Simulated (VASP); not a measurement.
Crystal: HfO2.

```
CELL_PARAMETERS angstrom
3.25221 0.00000 0.00000
-1.62611 2.81650 0.00000
0.00000 0.00000 5.60170
ATOMIC_POSITIONS crystal
Hf 0.00000 0.00000 0.00000
O 0.33333 0.66667 0.17312
O 0.66667 0.33333 0.82688
```

Base run:

```yaml
Program: VASP 6.6.1
Functional: PBE
Potentials_or_basis: VASP PAW PBE potentials, release 64 (Hf_pv, O)
Cutoff: 520 eV
k_mesh: 12 × 12 × 6
Occupations: gaussian, width 0.05 eV
Spin: no spin polarisation
Hubbard_terms: Hf d U = 8.0 eV
```

Its results: band gap on the k mesh 5.09 eV, indirect (least direct gap 5.44 eV); pressure 12.6 GPa; largest force 0.849 eV/Å.

Task: The run is repeated on the same cell with these changes: hubbard terms from Hf d U = 8.0 eV to Hf d U = 5.0 eV. What comes out?

Result: Band gap on the k mesh 5.14 eV, indirect (least direct gap 5.47 eV); pressure 7.0 GPa; largest force 0.442 eV/Å.

Caveats: spin-orbit coupling is left out, which moves the levels of the heavy elements.

A k mesh can miss the band edges.
